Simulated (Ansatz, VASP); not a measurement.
**Two plane-wave programs on Ag**

```
Ag
1.0
    -1.62161    1.62161    1.62161
     1.62161   -1.62161    1.62161
     1.62161    1.62161   -1.62161
Ag
1
Direct
  0.00000 0.00000 0.00000
```

Alike in both runs: task relaxation of cell and atoms; functional PBE; k mesh 14 × 14 × 14; occupations fermi-dirac, width 0.1 eV; no spin polarisation.

|  | VASP | Ansatz |
| --- | --- | --- |
| version | VASP 6.6.1 | Ansatz 0.2.0 |
| potentials or method | VASP PAW PBE potentials, release 64 (Ag), cutoff 500 eV | plane waves (420 eV) with PAW, scalar-relativistic |
| valence electrons in the cell | 11 | 19 |

```tsv
	VASP	Ansatz	Ansatz less VASP
relaxed volume (Å³/atom)	18.01	18.02	+0.015
relaxed cell length with the largest relative difference (Å)	2.860	2.861	+0.0008
```

VASP's potentials hold 11 valence electrons a cell and Ansatz's 19, so a difference there can come from the potentials and not from the codes.
